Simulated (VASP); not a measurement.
Input of a VASP 6.6.1 run:

Contents of INCAR:

```
PREC = Accurate ; ENCUT = 520
EDIFF = 1E-7 ; ISMEAR = -1
SIGMA = 0.15 ; LREAL = False
LASPH = True ; NELM = 60
ALGO = Fast ; ISIF = 2
LWAVE = False ; LCHARG = False
GGA = PE ; NBANDS = 19
```

KPOINTS

```
regular mesh
0
Gamma
  15 15 8
```

File POSCAR:

```
Zr
1.0
    3.2284879740      0.0000000000      0.0000000000
   -1.6142439870      2.7959526013      0.0000000000
    0.0000000000      0.0000000000      5.1921868851
Zr
2
Direct
    0.3333333333      0.6666666667      0.2500000000
    0.6666666667      0.3333333333      0.7500000000
```

Potentials or basis: VASP PAW PBE potentials, release 64 (Zr_sv).

Run with:

```sh
$ cat potpaw_PBE.64/Zr_sv/POTCAR > POTCAR
$ mpirun -np 1 vasp_std > vasp.out
```

(1) Predict the pressure.

(2) What does it give for the band gap on the k mesh?

Results:

(1) 0.0 GPa.

(2) zero (band 12 reaches 9.80 eV, above the bottom of band 13 at 8.60 eV).
